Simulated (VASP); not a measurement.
Runs of VASP 6.6.1 on Br. The structure is that of space group Fm-3m (No. 225), or close to it. The cells are those of the table. 

```csv
cell,k mesh,gap on the mesh (eV),pressure (GPa)
"a = 3.274 Å, angles 60.0°, 1 atom",20 × 20 × 20,none,2.0
"a = 3.387 Å, angles 60.0°, 1 atom",20 × 20 × 20,none,-1.0
"a = 3.408 Å, angles 60.0°, 1 atom",14 × 14 × 14,none,(b)
"a = 3.343 Å, angles 60.0°, 1 atom",20 × 20 × 20,none,0.0
"a = 3.408 Å, angles 60.0°, 1 atom",20 × 20 × 20,none,(a)
```

Alike in all rows: task single point; level PBE; potentials or basis VASP PAW PBE potentials, release 64 (Br); no spin polarisation; cutoff (eV) 520; smearing fermi-dirac 0.0612256 eV.

**Question.** Estimate the missing entries.

**Answer.** (a) -1.4; (b) -1.3.

Caveats: an odd number of electrons without spin polarisation forces a metal; a magnetic or distorted state may lie lower.

A k mesh can miss the band edges, and the runs leave out spin-orbit coupling on Br.

A gap of «none» marks levels without a gap at the run's occupations.
